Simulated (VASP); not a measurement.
A run of VASP 6.6.1:

Contents of INCAR:

```
PREC = Accurate ; ENCUT = 520
EDIFF = 1E-6 ; ISMEAR = 0
SIGMA = 0.15 ; LREAL = False
LASPH = True ; NELM = 80
ALGO = Normal ; ISIF = 2
LWAVE = False ; LCHARG = False
GGA = PS ; NBANDS = 16
```

The input KPOINTS:

```
regular mesh
0
Gamma
  14 14 14
```

Contents of POSCAR:

```
YSe
1.0
    0.0000000000      2.8750000000      2.8750000000
    2.8750000000      0.0000000000      2.8750000000
    2.8750000000      2.8750000000      0.0000000000
Y Se
1 1
Direct
    0.0000000000      0.0000000000      0.0000000000
    0.5130434783      0.5130434783      0.4869565217
```

Potentials or basis: VASP PAW PBE potentials, release 64 (Y_sv, Se).

Run with:

```sh
$ cat potpaw_PBE.64/Y_sv/POTCAR potpaw_PBE.64/Se/POTCAR > POTCAR
$ mpirun -np 1 vasp_std > vasp.out
```

Hardware: 1 thread of AMD EPYC 7R13 (shared host).

Q: Estimate the wall time of this run.

A: Run time: 6.5 min on 1 thread of AMD EPYC 7R13 (shared host), peak memory 0.32 GiB. Counts: scf iterations 13, k points 244.
